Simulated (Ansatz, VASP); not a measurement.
**Two plane-wave programs on GeSe**

INCAR

```
SYSTEM = GeSe
ALGO     = Normal         ! electronic algorithm
EDIFF    = 1E-6           ! SCF threshold, eV
ENCUT    = 500            ! plane-wave cutoff, eV
GGA      = PE             ! functional
GGA_COMPAT= .False.      
ISIF     = 2              ! what is computed and relaxed
ISMEAR   = 0              ! smearing method
IVDW     = 12             ! dispersion correction
LASPH    = .True.         ! aspherical terms in the spheres
LCHARG   = .False.        ! write CHGCAR
LREAL    = .False.        ! projectors in reciprocal space
LWAVE    = .False.        ! write WAVECAR
NBANDS   = 50             ! bands
NELM     = 120            ! most SCF steps
PREC     = Accurate       ! precision mode
SIGMA    = 0.05           ! smearing width, eV
```

KPOINTS

```
k-points
0
Gamma
  4 8 6
  0 0 0
```

The input POSCAR:

```
GeSe
1.0
   10.9623945550      0.0000000000      0.0000000000
    0.0000000000      3.8767405810      0.0000000000
    0.0000000000      0.0000000000      4.4288126045
Ge Se
4 4
Direct
    0.3767545136      0.7500000000      0.6141826063
    0.1232454864      0.2500000000      0.1141826063
    0.8767545136      0.7500000000      0.8858173937
    0.6232454864      0.2500000000      0.3858173937
    0.1453716176      0.7500000000      0.5021862790
    0.3546283824      0.2500000000      0.0021862790
    0.6453716176      0.7500000000      0.9978137210
    0.8546283824      0.2500000000      0.4978137210
```

Input for Ansatz:

```yaml
crystal:
  lattice:
    - [10.962394555, 0.0, 0.0]
    - [0.0, 3.876740581, 0.0]
    - [0.0, 0.0, 4.4288126045]
  atoms:
    - { symbol: Ge, position: [0.3767545136, 0.75, 0.6141826063] }
    - { symbol: Ge, position: [0.1232454864, 0.25, 0.1141826063] }
    - { symbol: Ge, position: [0.8767545136, 0.75, 0.8858173937] }
    - { symbol: Ge, position: [0.6232454864, 0.25, 0.3858173937] }
    - { symbol: Se, position: [0.1453716176, 0.75, 0.502186279] }
    - { symbol: Se, position: [0.3546283824, 0.25, 0.002186279] }
    - { symbol: Se, position: [0.6453716176, 0.75, 0.997813721] }
    - { symbol: Se, position: [0.8546283824, 0.25, 0.497813721] }
basis:
  ecutwfc: 420
kpoints:
  mp_grid: { grid: [4, 8, 6] }
hamiltonian:
  xc: pbe
  dispersion: d3bj
scf:
  occupations: { method: gaussian, width: 0.05 }
output:
  forces: true
  stress: true
  eigenvalues: true
  write_density: true
  write_potential: true
  elf: true
  volumetric_format: npy
```

Alike in both runs: task single point; functional PBE; dispersion D3(BJ); k mesh 4 × 8 × 6; occupations gaussian, width 0.05 eV; no spin polarisation.

|  | VASP | Ansatz |
| --- | --- | --- |
| version | VASP 6.6.1 | Ansatz 0.2.0 |
| potentials or method | VASP PAW PBE potentials, release 64 (Ge_d, Se), cutoff 500 eV | scalar-relativistic, plane waves, PAW |
| valence electrons in the cell | 80 | 120 |

|  | VASP | Ansatz | Ansatz less VASP |
| --- | --- | --- | --- |
| gap on the k mesh at the Fermi level (eV) | 0.72 | 0.73 | +0.007 |
| least direct gap on the mesh (eV) | 0.93 | 0.93 | +0.009 |
| pressure (GPa) | 0.0 | 0.0 | -0.02 |
| rms of the force components (eV/Å) | 0.011 | 0.001 | -0.0103 |

Atom by atom the forces differ by 0.010 eV/Å (rms over components). VASP's potentials hold 80 valence electrons a cell and Ansatz's 120, so a difference there can come from the potentials and not from the codes. Ansatz's warnings: dispersion switch in reach.
